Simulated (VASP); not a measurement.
# Au (P6_3/mmc) in VASP: single point with PBE

Aim: the single point of Au with PBE.

Everything below comes from runs of VASP 6.6.1. Logs are shortened: lines on timing, memory, paths and dates and some standing lists are left out, and cuts for length are marked.

## 1. The cell of the first run

Symmetry: P6_3/mmc, No. 194, hexagonal system. The conventional cell has a = 2.919 Å, b = 2.919 Å, c = 4.883 Å, α = 90.00°, β = 90.00°, γ = 120.00°. Within 3.8 Å of Au (site symmetry -6m2) lie 12 Au at 2.92 to 2.97 Å.

## 2. Single point, PBE

Contents of INCAR:

```
  ALGO = Fast
  EDIFF = 1E-6
  ENCUT = 520
  GGA = PE
  ISIF = 2
  ISMEAR = 0
  LASPH = True
  LCHARG = False
  LREAL = False
  LWAVE = False
  NBANDS = 42
  NELM = 80
  PREC = Accurate
  SIGMA = 0.1
```

Contents of KPOINTS:

```
k-points
0
Gamma
  8 12 12
```

Contents of POSCAR:

```
Au
1.0
    0.0000000000      0.0000000000     -4.8830858029
   -4.3782244191     -2.5277690470      0.0000000000
    0.0000000000      5.0555380939      0.0000000000
Au
6
Direct
    0.7500000000      0.6666666667      0.6666666667
    0.7500000000      1.0000000000      0.3333333333
    0.7500000000      0.3333333333      0.0000000000
    0.2500000000      0.3333333333      0.3333333333
    0.2500000000      0.6666666667      1.0000000000
    0.2500000000      1.0000000000      0.6666666667
```

Potentials or basis: VASP PAW PBE potentials, release 64 (Au).

Run with:

```bash
> cat potpaw_PBE.64/Au/POTCAR > POTCAR
> mpirun -np 1 vasp_std > vasp.out
```

OUTCAR:

```text
EDIFF = 1E-6
   ENCUT = 520
   GGA = PE
   ISIF = 2
   ISMEAR = 0
   LASPH = True
   LREAL = False
   NELM = 80
   PREC = Accurate

 ion  position               nearest neighbor table
   1  0.750  0.667  0.667-   2 2.92   3 2.92   3 2.92   2 2.92   2 2.92   3 2.92   5 2.97   5 2.97
                             6 2.97   6 2.97   4 2.97   4 2.97
   2  0.750  0.000  0.333-   1 2.92   3 2.92   3 2.92   1 2.92   3 2.92   1 2.92   5 2.97   5 2.97
                             4 2.97   4 2.97   6 2.97   6 2.97
   3  0.750  0.333  0.000-   1 2.92   2 2.92   2 2.92   1 2.92   2 2.92   1 2.92   6 2.97   6 2.97
                             4 2.97   4 2.97   5 2.97   5 2.97
   4  0.250  0.333  0.333-   6 2.92   5 2.92   5 2.92   6 2.92   5 2.92   6 2.92   3 2.97   3 2.97
                             2 2.97   2 2.97   1 2.97   1 2.97
   5  0.250  0.667  0.000-   4 2.92   6 2.92   6 2.92   4 2.92   6 2.92   4 2.92   2 2.97   2 2.97
                             1 2.97   1 2.97   3 2.97   3 2.97
   6  0.250  0.000  0.667-   4 2.92   5 2.92   5 2.92   5 2.92   4 2.92   4 2.92   3 2.97   3 2.97
                             1 2.97   1 2.97   2 2.97   2 2.97

  LATTYP: Found a hexagonal cell.
 ALAT       =     5.0555380939
 C/A-ratio  =     0.9658884400

  Lattice vectors:

 A1 = (  -4.3782244191,  -2.5277690470,   0.0000000000)
 A2 = (   0.0000000000,   5.0555380939,   0.0000000000)
 A3 = (   0.0000000000,   0.0000000000,  -4.8830858029)

Analysis of symmetry for initial positions (statically):
=====================================================================
 Subroutine PRICEL returns following result:

  LATTYP: Found a hexagonal cell.
 ALAT       =     2.9188162791
 C/A-ratio  =     1.6729678527

  Lattice vectors:

 A1 = (   2.9188162791,   0.0000000005,   0.0000000000)
 A2 = (  -1.4594081396,  -2.5277690472,   0.0000000000)
 A3 = (   0.0000000000,   0.0000000000,  -4.8830858029)

   3 primitive cells build up your supercell.

 Routine SETGRP: Setting up the symmetry group for a
 hexagonal supercell.

 Subroutine GETGRP returns: Found 24 space group operations
 (whereof 12 operations were pure point group operations)
 out of a pool of 24 trial point group operations.

The static configuration has the point symmetry D_3d.
 The point group associated with its full space group is D_6h.

Analysis of symmetry for dynamics (positions and initial velocities):
=====================================================================
 Subroutine PRICEL returns following result:

  LATTYP: Found a hexagonal cell.
 ALAT       =     2.9188162791
 C/A-ratio  =     1.6729678527

  Lattice vectors:

 A1 = (   2.9188162791,   0.0000000005,   0.0000000000)
 A2 = (  -1.4594081396,  -2.5277690472,   0.0000000000)
 A3 = (   0.0000000000,   0.0000000000,  -4.8830858029)

   3 primitive cells build up your supercell.

 Routine SETGRP: Setting up the symmetry group for a
 hexagonal supercell.

 Subroutine GETGRP returns: Found 24 space group operations
 (whereof 12 operations were pure point group operations)
 out of a pool of 24 trial point group operations.

The dynamic configuration has the point symmetry D_3d.
 The point group associated with its full space group is D_6h.

 Subroutine INISYM returns: Found 24 space group operations
 (whereof 12 operations are pure point group operations),
 and found     3 'primitive' translations

----------------------------------------------------------------------------------------

                                     Primitive cell

  volume of cell :      36.0279

  direct lattice vectors                    reciprocal lattice vectors
     2.918816279  0.000000001  0.000000000     0.342604640 -0.197802881  0.000000000
    -1.459408140 -2.527769047  0.000000000     0.000000000 -0.395605762  0.000000000
     0.000000000  0.000000000 -4.883085803     0.000000000  0.000000000 -0.204788537

  length of vectors
     2.918816279  2.918816280  4.883085803     0.395605762  0.395605762  0.204788537

  position of ions in fractional coordinates (direct lattice)
     0.666666666  0.333333333  0.750000000
     0.333333333  0.666666667  0.250000000

  ion indices of the primitive-cell ions
   primitive index   ion index
                 1           1
                 2           5

----------------------------------------------------------------------------------------

 KPOINTS: k-points

Automatic generation of k-mesh.
 Grid dimensions read from file:
 generate k-points for:    8   12   12

 Generating k-lattice:

  Cartesian coordinates                     Fractional coordinates (reciprocal lattice)
     0.000000000  0.000000000 -0.025598567     0.125000000  0.000000000  0.000000000
    -0.019033591  0.000000000  0.000000000     0.000000000  0.083333333  0.000000000
    -0.009516796  0.016483573  0.000000000     0.000000000  0.000000000  0.083333333

  Length of vectors
     0.025598567  0.019033591  0.019033591

  Shift w.r.t. Gamma in fractional coordinates (k-lattice)
     0.000000000  0.000000000  0.000000000

 Subroutine IBZKPT returns following result:
 ===========================================

 Found     95 irreducible k-points:

 Following reciprocal coordinates:
            Coordinates               Weight
  0.000000  0.000000  0.000000      1.000000
  0.125000  0.000000  0.000000      2.000000
  0.250000  0.000000  0.000000      2.000000
  0.375000  0.000000  0.000000      2.000000
  0.500000  0.000000  0.000000      1.000000
  0.000000  0.083333  0.000000      6.000000
[... 16 lines left out ...]
  0.250000  0.333333  0.000000     12.000000
  0.375000  0.333333  0.000000     12.000000
 [... further k-points ...]
   k-points           NKPTS =     95   k-points in BZ     NKDIM =     95   number of bands    NBANDS=     42
   number of dos      NEDOS =    301   number of ions     NIONS =      6
   total plane-waves  NPLWV =  57600
   dimension x,y,z NGX =    36 NGY =   40 NGZ =   40
   dimension x,y,z NGXF=    72 NGYF=   80 NGZF=   80
   ions per type =               6
   NGX,Y,Z   is equivalent  to a cutoff of  12.26, 13.15, 13.15 a.u.
   NGXF,Y,Z  is equivalent  to a cutoff of  24.51, 26.31, 26.31 a.u.
 SYSTEM =  unknown system
   PREC   = accura    normal or accurate (medium, high low for compatibility)
   ISTART =      0    job   : 0-new  1-cont  2-samecut
   ICHARG =      2    charge: 1-file 2-atom 10-const
   ISPIN  =      1    spin polarized calculation?
   LNONCOLLINEAR =      F non collinear calculations
   LSORBIT =      F    spin-orbit coupling
   LASPH  =      T    aspherical Exc in radial PAW
   ENCUT  =  520.0 eV  38.22 Ry    6.18 a.u.   9.08  9.40  9.40*2*pi/ulx,y,z
   NELM   =     80;   NELMIN=  2; NELMDL= -5     # of ELM steps
   EDIFF  = 0.1E-05   stopping-criterion for ELM
   LREAL  =      F    real-space projection
   EDIFFG = 0.1E-04   stopping-criterion for IOM
   NSW    =      0    number of steps for IOM
   IBRION =     -1    ionic relax: 0-MD 1-quasi-New 2-CG
   NFREE  =      0    steps in history (QN), initial steepest desc. (CG)
   ISIF   =      2    stress and relaxation
   ISYM   =      2    0-nonsym 1-usesym 2-fastsym
   POTIM  = 0.5000    time-step for ionic-motion
   TEBEG  =    0.0;   TEEND  =   0.0 temperature during run
   PSTRESS=    0.0 pullay stress
   NELECT =      66.0000    total number of electrons
   NUPDOWN=      -1.0000    fix difference up-down
   EMIN   =  10.00;   EMAX   =-10.00  energy-range for DOS
   EFERMI =   0.00;   METHOD = LEGACY
   ISMEAR =     0;   SIGMA  =   0.10  broadening in eV -4-tet -1-fermi 0-gaus
   EFERMI_NEDOS =   21; number of points for ismear=-14 and -15
   IALGO  =     68    algorithm
   IMIX   =      4    mixing-type and parameters
     AMIX     =   0.40;   BMIX     =  1.00
     AMIX_MAG =   1.60;   BMIX_MAG =  1.00
  volume/ion in A,a.u.               =      18.01       121.56
  Fermi-wavevector in a.u.,A,eV,Ry     =   1.388895  2.624632 26.246054  1.929031
  Thomas-Fermi vector in A             =   2.512978
   LORBIT       =      0    0 simple, 1 ext, 2 COOP (PROOUT), +10 PAW based schemes
   GGA     = PE    functional components
   LHFCALC =     F    Hartree Fock is set to
   AEXX    =    0.0000 exact exchange contribution
   IVDW    =     0    specifies the selected vdW correction
   LEPSILON=     F    determine dielectric tensor
   LRPA    =     F    only Hartree local field effects (RPA)
 non-spin polarized calculation
 RMM-DIIS sequential band-by-band and
 Gauss-broadening in eV      SIGMA  =   0.10
  energy-cutoff  :      520.00
  volume of cell :      108.08
 maximum number of plane-waves:      2958
   NGX = 19   NGY = 19   NGZ = 19

 number of electron      65.9999991 magnetization

 Free energy of the ion-electron system (eV)
  ---------------------------------------------------
  ext. energy  EPLUGINS =         0.00000000
  ---------------------------------------------------
  free energy    TOTEN  =       -19.29625446 eV

  energy without entropy =      -19.28706336  energy(sigma->0) =      -19.29165891

 E-fermi :   8.5450     XC(G=0): -12.3853

 val. band max:        8.5387848457   @ k =   0.0000   0.3333   0.0833
 cond. band min:       8.5556151173   @ k =   0.2500   0.2500   0.0000
 fundamental gap:      0.0168302717
 Fermi energy:         8.5449696395

 k-point     1 :       0.0000    0.0000    0.0000
  band No.  band energies     occupation
      1      -0.7077      2.00000
      2       1.6805      2.00000
      3       2.8056      2.00000
      4       2.8056      2.00000
      5       3.3071      2.00000
      6       3.3071      2.00000
[... 34 lines left out ...]
     41      17.9360      0.00000
     42      18.0232      0.00000

 k-point     2 :       0.1250    0.0000    0.0000
  band No.  band energies     occupation
      1      -0.5838      2.00000
      2       1.6730      2.00000
      3       2.8730      2.00000
      4       2.8730      2.00000
      5       3.2568      2.00000
      6       3.2568      2.00000
[... 34 lines left out ...]
     41      16.7635      0.00000
     42      16.7638      0.00000

 k-point     3 :       0.2500    0.0000    0.0000
  band No.  band energies     occupation
      1      -0.2252      2.00000
      2       1.6158      2.00000
      3       3.0645      2.00000
      4       3.0645      2.00000
      5       3.1473      2.00000
      6       3.1473      2.00000
[... 897 lines left out ...]
      4       2.5259      2.00000
      5       2.5330      2.00000
      6       2.8603      2.00000
[... 34 lines left out ...]
     41      16.3199      0.00000
     42      17.7403      0.00000

 k-point    24 :       0.3750    0.3333    0.0000
  band No.  band energies     occupation
      1       1.2784      2.00000
      2       2.1130      2.00000
      3       2.3370      2.00000
      4       2.4888      2.00000
      5       2.5715      2.00000
      6       2.7556      2.00000
[... 34 lines left out ...]
     41      17.0745      0.00000
     42      18.7094      0.00000

 [... further k-points ...]
[... 5 lines left out ...]
  --------------------------------------------------------------------------------------
  -------------------------------------------------------------------------------------
  Total       -0.2610451     -0.2610451     -0.2334889     -0.0000000      0.0000000      0.0000000
  in kB       -3.8696025     -3.8696025     -3.4611238     -0.0000000      0.0000000      0.0000000
  external PRESSURE =      -3.7334429 kB  Pullay stress =       0.0000000 kB

 VOLUME and BASIS-vectors are now :
 -----------------------------------------------------------------------------
  energy-cutoff  :      520.00
  volume of cell :      108.08
      direct lattice vectors                 reciprocal lattice vectors
     0.000000000  0.000000000 -4.883085803     0.000000000  0.000000000 -0.204788537
    -4.378224419 -2.527769047  0.000000000    -0.228403093  0.000000000  0.000000000
     0.000000000  5.055538094  0.000000000    -0.114201547  0.197802881  0.000000000

 POSITION                                       TOTAL-FORCE (eV/Angst)
 -----------------------------------------------------------------------------------
     -2.91882      1.68518     -3.66231         0.000000     -0.000000      0.000000
      0.00000      1.68518     -3.66231         0.000000     -0.000000     -0.000000
     -1.45941     -0.84259     -3.66231         0.000000      0.000000      0.000000
     -1.45941      0.84259     -1.22077         0.000000      0.000000      0.000000
     -2.91882     -1.68518     -1.22077        -0.000000     -0.000000      0.000000
      0.00000      3.37036     -1.22077         0.000000      0.000000     -0.000000
 -----------------------------------------------------------------------------------
    total drift:                                0.000000      0.000000     -0.000000

  FREE ENERGIE OF THE ION-ELECTRON SYSTEM (eV)
  ---------------------------------------------------
  free  energy   TOTEN  =       -19.2962544562 eV

  energy  without entropy=      -19.2870633640  energy(sigma->0) =      -19.29165891
```

Wall time 11 min (1 thread of AMD EPYC 7R13 (Zen 3), shared host); peak memory 0.4 GiB.

What came out:

| Item | Value |
| --- | --- |
| Free energy | -19.2963 eV |
| Pressure | -0.4 GPa |
| Band gap on the k mesh | zero (band 33 reaches 12.58 eV, above the bottom of band 34 at 6.92 eV) |

Caveat: spin-orbit coupling is left out, which moves the levels of the heavy elements.
